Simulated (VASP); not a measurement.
# Mo (Im-3m) in VASP: further runs, part 3 of 3

VASP 6.6.1.

## 5. Single point, r2SCAN

This run uses another cell than the first one, of 15.67 Å³/atom, 0.926 times its volume.

POSCAR reads:

```
Mo
1.0
   -1.5764210372      1.5764210372      1.5764210372
    1.5764210372     -1.5764210372      1.5764210372
    1.5764210372      1.5764210372     -1.5764210372
Mo
1
Direct
    0.0000000000      0.0000000000      0.0000000000
```

INCAR.step1 reads:

```
PREC = Accurate
ENCUT = 520
ISMEAR = 1
SIGMA = 0.2
LREAL = False
LASPH = True
NELM = 100
NBANDS = 13
GGA = PE
ALGO = Normal
EDIFF = 1E-4
LWAVE = True
LCHARG = False
```

INCAR.step2 reads:

```
PREC = Accurate
ENCUT = 520
EDIFF = 1E-6
ISMEAR = 1
SIGMA = 0.2
LREAL = False
LASPH = True
NELM = 100
ALGO = Normal
ISIF = 2
LWAVE = False
LCHARG = True
METAGGA = R2SCAN
LMIXTAU = True
LELF = True
LVHAR = True
NBANDS = 13
ISTART = 1
```

KPOINTS reads:

```
regular mesh
0
Gamma
  14 14 14
```

Potentials or basis: VASP PAW PBE potentials, release 64 (Mo_sv).

Started as:

```bash
$ cat potpaw_PBE.64/Mo_sv/POTCAR > POTCAR
$ cp INCAR.step1 INCAR
$ mpirun -np 1 vasp_std > vasp.out
$ cp INCAR.step2 INCAR
$ mpirun -np 1 vasp_std > vasp.out
```

OUTCAR:

```text
PREC = Accurate
   ENCUT = 520
   EDIFF = 1E-6
   ISMEAR = 1
   LREAL = False
   LASPH = True
   NELM = 100
   ISIF = 2
   METAGGA = R2SCAN
   ISTART = 1

 ion  position               nearest neighbor table
   1  0.000  0.000  0.000-

  LATTYP: Found a body centered cubic cell.
 ALAT       =     3.1528420744

  Lattice vectors:

 A1 = (  -1.5764210372,   1.5764210372,   1.5764210372)
 A2 = (   1.5764210372,  -1.5764210372,   1.5764210372)
 A3 = (   1.5764210372,   1.5764210372,  -1.5764210372)

Analysis of symmetry for initial positions (statically):
=====================================================================
 Subroutine PRICEL returns:
 Original cell was already a primitive cell.

 Routine SETGRP: Setting up the symmetry group for a
 body centered cubic supercell.

 Subroutine GETGRP returns: Found 48 space group operations
 (whereof 48 operations were pure point group operations)
 out of a pool of 48 trial point group operations.

The static configuration has the point symmetry O_h .

Analysis of symmetry for dynamics (positions and initial velocities):
=====================================================================
 Subroutine PRICEL returns:
 Original cell was already a primitive cell.

 Routine SETGRP: Setting up the symmetry group for a
 body centered cubic supercell.

 Subroutine GETGRP returns: Found 48 space group operations
 (whereof 48 operations were pure point group operations)
 out of a pool of 48 trial point group operations.

The dynamic configuration has the point symmetry O_h .

 Subroutine INISYM returns: Found 48 space group operations
 (whereof 48 operations are pure point group operations),
 and found     1 'primitive' translations

----------------------------------------------------------------------------------------

[... 110 lines left out ...]
     AMIX_MAG =   1.60;   BMIX_MAG =  1.00
  volume/ion in A,a.u.               =      15.67       105.75
  Fermi-wavevector in a.u.,A,eV,Ry     =   1.576735  2.979597 33.825339  2.486092
  Thomas-Fermi vector in A             =   2.677523
   LORBIT       =      0    0 simple, 1 ext, 2 COOP (PROOUT), +10 PAW based schemes
   METAGGA = R2SCAN    functional components
   LHFCALC =     F    Hartree Fock is set to
   AEXX    =    0.0000 exact exchange contribution
   IVDW    =     0    specifies the selected vdW correction
   LEPSILON=     F    determine dielectric tensor
   LRPA    =     F    only Hartree local field effects (RPA)
 non-spin polarized calculation
 Methfessel and Paxton  Order N= 1 SIGMA  =   0.20
  energy-cutoff  :      520.00
  volume of cell :       15.67
 maximum number of plane-waves:       432
   NGX = 11   NGY = 11   NGZ = 11

 number of electron      14.0000002 magnetization

 Free energy of the ion-electron system (eV)
  ---------------------------------------------------
  ext. energy  EPLUGINS =         0.00000000
  ---------------------------------------------------
  free energy    TOTEN  =       -26.06622471 eV

  energy without entropy =      -26.06345470  energy(sigma->0) =      -26.06530137

 E-fermi :  12.5568     XC(G=0): -14.6252

 val. band max:       12.5536252141   @ k =  -0.2857   0.3571   0.1429
 cond. band min:      12.5598103081   @ k =  -0.4286  -0.4286   0.2857
 fundamental gap:      0.0061850940
 Fermi energy:        12.5567510549

 k-point     1 :       0.0000    0.0000    0.0000
  band No.  band energies     occupation
      1     -50.7364      2.00000
      2     -23.2123      2.00000
      3     -23.2123      2.00000
      4     -23.2123      2.00000
      5       4.8527      2.00000
      6      11.0818      2.00000
      7      11.0818      2.00000
      8      11.0818      2.00000
      9      14.4053     -0.00000
     10      14.4053     -0.00000
     11      28.0013      0.00000
     12      28.0013      0.00000
     13      28.0013      0.00000
[... 354 lines left out ...]
  band No.  band energies     occupation
      1     -50.4121      2.00000
      2     -24.3578      2.00000
      3     -24.1285      2.00000
      4     -23.3975      2.00000
      5       8.4313      2.00000
      6       9.6956      2.00000
      7      10.4770      2.00000
      8      14.5571     -0.00000
      9      15.0619     -0.00000
     10      22.2401      0.00000
     11      23.2586      0.00000
     12      24.4762      0.00000
     13      30.5958      0.00000

 [... further k-points ...]
[... 5 lines left out ...]
  --------------------------------------------------------------------------------------
  -------------------------------------------------------------------------------------
  Total        0.1266638      0.1266638      0.1266638      0.0000000      0.0000000     -0.0000000
  in kB       12.9504941     12.9504941     12.9504941      0.0000000      0.0000000     -0.0000000
  external PRESSURE =      12.9504941 kB  Pullay stress =       0.0000000 kB

 VOLUME and BASIS-vectors are now :
 -----------------------------------------------------------------------------
  energy-cutoff  :      520.00
  volume of cell :       15.67
      direct lattice vectors                 reciprocal lattice vectors
    -1.576421037  1.576421037  1.576421037     0.000000000  0.317174148  0.317174148
     1.576421037 -1.576421037  1.576421037     0.317174148  0.000000000  0.317174148
     1.576421037  1.576421037 -1.576421037     0.317174148  0.317174148  0.000000000

 POSITION                                       TOTAL-FORCE (eV/Angst)
 -----------------------------------------------------------------------------------
      0.00000      0.00000      0.00000         0.000000      0.000000      0.000000
 -----------------------------------------------------------------------------------
    total drift:                                0.000000     -0.000000      0.000000

  FREE ENERGIE OF THE ION-ELECTRON SYSTEM (eV)
  ---------------------------------------------------
  free  energy   TOTEN  =       -26.0662247077 eV

  energy  without entropy=      -26.0634546950  energy(sigma->0) =      -26.06530137
```

OUTCAR.step1:

```text
PREC = Accurate
   ENCUT = 520
   ISMEAR = 1
   LREAL = False
   LASPH = True
   NELM = 100
[... 598 lines left out ...]

 POSITION                                       TOTAL-FORCE (eV/Angst)
 -----------------------------------------------------------------------------------
      0.00000      0.00000      0.00000         0.000000     -0.000000     -0.000000
 -----------------------------------------------------------------------------------
    total drift:                                0.000000     -0.000000      0.000000

  FREE ENERGIE OF THE ION-ELECTRON SYSTEM (eV)
  ---------------------------------------------------
  free  energy   TOTEN  =       -10.9212322681 eV

  energy  without entropy=      -10.9169218858  energy(sigma->0) =      -10.91979547
```

OSZICAR.step1:

```text
N       E                     dE             d eps       ncg     rms          rms(c)
DAV:   1     0.888616074977E+02    0.88862E+02   -0.80338E+03  2765   0.110E+03
DAV:   2    -0.104448604404E+02   -0.99306E+02   -0.95345E+02  3129   0.307E+02
DAV:   3    -0.115846784121E+02   -0.11398E+01   -0.11365E+01  3054   0.324E+01
DAV:   4    -0.115872479833E+02   -0.25696E-02   -0.25695E-02  3019   0.187E+00
DAV:   5    -0.115872645472E+02   -0.16564E-04   -0.16565E-04  3031   0.134E-01    0.146E+01
DAV:   6    -0.110088851074E+02    0.57838E+00   -0.71513E-01  2779   0.104E+01    0.400E+00
DAV:   7    -0.109250439241E+02    0.83841E-01   -0.15293E-01  2959   0.459E+00    0.982E-01
DAV:   8    -0.109211824683E+02    0.38615E-02   -0.41659E-03  2814   0.827E-01    0.190E-01
DAV:   9    -0.109212322681E+02   -0.49800E-04   -0.12817E-04  2800   0.142E-01
   1 F= -.10921232E+02 E0= -.10919795E+02  d E =-.431038E-02
```

It took 2.5 min on 1 thread of AMD EPYC 7R13, shared host; peak memory 0.11 GiB.

Results:

```
Free energy            : -26.0662 eV
Pressure               : 1.3 GPa
Band gap on the k mesh : zero (band 7 reaches 16.62 eV, above the bottom of band 8 at 11.08 eV)
```

Caveat: the PAW data sets were made with another functional, which shifts forces and pressure a little.

## 6. Overview

| task | cell | k mesh | cutoff (eV) | smearing | gap on the mesh (eV) | pressure (GPa) |
| --- | --- | --- | --- | --- | --- | --- |
| single point | a = 2.801 Å, angles 109.5°, 1 atom | 23 × 23 × 23 | 520 | fermi-dirac 0.1 eV | none | -17.4 |
| single point | a = 2.836 Å, angles 109.5°, 1 atom | 23 × 23 × 23 | 520 | fermi-dirac 0.1 eV | none | -23.9 |
| relaxation of cell and atoms | relaxed from a = 2.726 Å, angles 109.5°, 1 atom | 14 × 14 × 14 | 600 | fermi-dirac 0.1 eV | none | 0.0 |
| single point | a = 2.730 Å, angles 109.5°, 1 atom | 14 × 14 × 14 | 520 | methfessel-paxton 0.2 eV | none | 1.3 |

Alike in all rows: level r2SCAN; potentials or basis VASP PAW PBE potentials, release 64 (Mo_sv); no spin polarisation.

Caveats: the PAW data sets were made with another functional, which shifts forces and pressure a little.

Total energies depend on the potentials used, so only differences within one code and one set of settings carry meaning.
